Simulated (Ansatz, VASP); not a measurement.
Ga2O3: VASP beside Ansatz

```
Ga O
1.0
     2.40229    1.38696    4.42751
    -2.40229    1.38696    4.42751
     0.00000   -2.77392    4.42751
Ga O
4 6
Direct
  0.35587 0.35587 0.35587
  0.14413 0.14413 0.14413
  0.64413 0.64413 0.64413
  0.85587 0.85587 0.85587
  0.55317 0.94683 0.25000
  0.25000 0.55317 0.94683
  0.94683 0.25000 0.55317
  0.44683 0.05317 0.75000
  0.75000 0.44683 0.05317
  0.05317 0.75000 0.44683
```

Change from the starting cell: strain -0.050 along x and y, -0.025 along z, atoms carried along.

Alike in both runs: task single point; functional PBE; k mesh 6 × 6 × 6; occupations gaussian, width 0.05 eV; no spin polarisation.

|  | VASP | Ansatz |
| --- | --- | --- |
| version | VASP 6.6.1 | Ansatz 0.2.0 |
| potentials or method | VASP PAW PBE potentials, release 64 (Ga_d, O), cutoff 520 eV | scalar-relativistic, plane waves, PAW |
| valence electrons in the cell | 88 | 88 |

|  | VASP | Ansatz | Ansatz less VASP |
| --- | --- | --- | --- |
| gap on the k mesh at the Fermi level (eV) | 3.79 | 3.80 | +0.003 |
| least direct gap on the mesh (eV) | 4.00 | 4.00 | +0.003 |
| pressure (GPa) | 36.2 | 35.0 | -1.21 |
| traceless stress, the component that is largest in VASP (GPa) | -8.40 | -8.39 | +0.012 |
| rms of the force components (eV/Å) | 0.078 | 0.094 | +0.0153 |

Atom by atom the forces differ by 0.016 eV/Å (rms over components). Both programs put the cell under a high pressure, so it lies far from rest at this level.
